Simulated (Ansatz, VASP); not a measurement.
## ZrHPb3: VASP beside Ansatz

```xyz
5
Lattice="4.8610 0.0000 0.0000 0.0000 4.8610 0.0000 0.0000 0.0000 4.8610" Properties=species:S:1:pos:R:3 pbc="T T T"
Zr    0.0000    0.0000    0.0000
H     2.4305    2.4305    2.4305
Pb    0.0000    2.4305    2.4305
Pb    2.4305    0.0000    2.4305
Pb    2.4305    2.4305    0.0000
```

Change from the starting cell: species swapped into the TbBPd3 type (Pm-3m, No. 221).

Alike in both runs: functional PBE; k mesh 8 × 8 × 8; occupations gaussian, width 0.1 eV; no spin polarisation.

Ansatz relaxed the structure, and its values are those at the end. VASP's run is a single point on that final structure, the one shown.

|  | VASP | Ansatz |
| --- | --- | --- |
| version | VASP 6.6.1 | Ansatz 0.2.0 |
| potentials or method | VASP PAW PBE potentials, release 64 (Zr_sv, H, Pb_d), cutoff 520 eV | scalar-relativistic, plane waves, PAW |
| valence electrons in the cell | 55 | 55 |

|  | VASP | Ansatz | Ansatz less VASP |
| --- | --- | --- | --- |
| gap on the k mesh at the Fermi level (eV) | none | none | - |
| pressure (GPa) | -0.1 | 0.0 | +0.05 |

A gap of «none» marks a metal or a gap that the smearing closes. The functional is the same, so the differences come from potentials, cutoffs and numerics.

Neither program's run includes spin-orbit coupling.
